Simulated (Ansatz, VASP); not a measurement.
**One calculation of Ag, two programs**

```
Ag
1.0
    -1.60388    1.60388    1.76427
     1.60388   -1.60388    1.76427
     1.60388    1.60388   -1.76427
Ag
1
Direct
  0.00000 0.00000 0.00000
```

Alike in both runs: task single point; functional PBEsol; k mesh 22 × 22 × 22; occupations gaussian, width 0.15 eV; no spin polarisation.

|  | VASP | Ansatz |
| --- | --- | --- |
| version | VASP 6.6.1 | Ansatz 0.2.0 |
| potentials or method | VASP PAW PBE potentials, release 64 (Ag), cutoff 520 eV | scalar-relativistic, plane waves, PAW |
| valence electrons in the cell | 11 | 19 |

|  | VASP | Ansatz | Ansatz less VASP |
| --- | --- | --- | --- |
| gap on the k mesh at the Fermi level (eV) | none | none | - |
| pressure (GPa) | -7.4 | -7.4 | +0.05 |
| traceless stress, the component that is largest in VASP (GPa) | 0.89 | 0.90 | +0.007 |

VASP's potentials were made for PBE, not for PBEsol. A gap of «none» marks a metal or a gap that the smearing closes. The functional is the same, so the differences come from potentials, cutoffs and numerics. VASP's potentials hold 11 valence electrons a cell and Ansatz's 19, so a difference there can come from the potentials and not from the codes.
